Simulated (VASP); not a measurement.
The system is Si.

```xyz
2
Lattice="0.0000 2.7221 2.7221 2.7221 0.0000 2.7221 2.7221 2.7221 0.0000" Properties=species:S:1:pos:R:3 pbc="T T T"
Si    1.3611    1.3611    1.3611
Si    0.0000    0.0000    0.0000
```

Base run:

| Item | Value |
| --- | --- |
| Program | VASP 6.6.1 |
| Functional | r2SCAN |
| Potentials or basis | VASP PAW PBE potentials, release 64 (Si) |
| Cutoff | 520 eV |
| k mesh | 8 × 8 × 8 |
| Occupations | gaussian, width 0.01 eV |
| Spin | no spin polarisation |

Its results: band gap on the k mesh 0.83 eV, indirect (least direct gap 2.75 eV); pressure -0.2 GPa.

**Question.** The run is repeated on the same cell with these changes: functional from r2SCAN to PBE; k mesh from 8 × 8 × 8 to 4 × 4 × 4. What comes out?

**Answer.** Band gap on the k mesh 0.71 eV, indirect (least direct gap 2.54 eV); pressure 1.8 GPa.

Several settings changed at once, so the effect can't be laid on one alone.

Caveats: some runs use coarse meshes; the PAW data sets were made with another functional, which shifts forces and pressure a little (some runs).

A k mesh can miss the band edges.
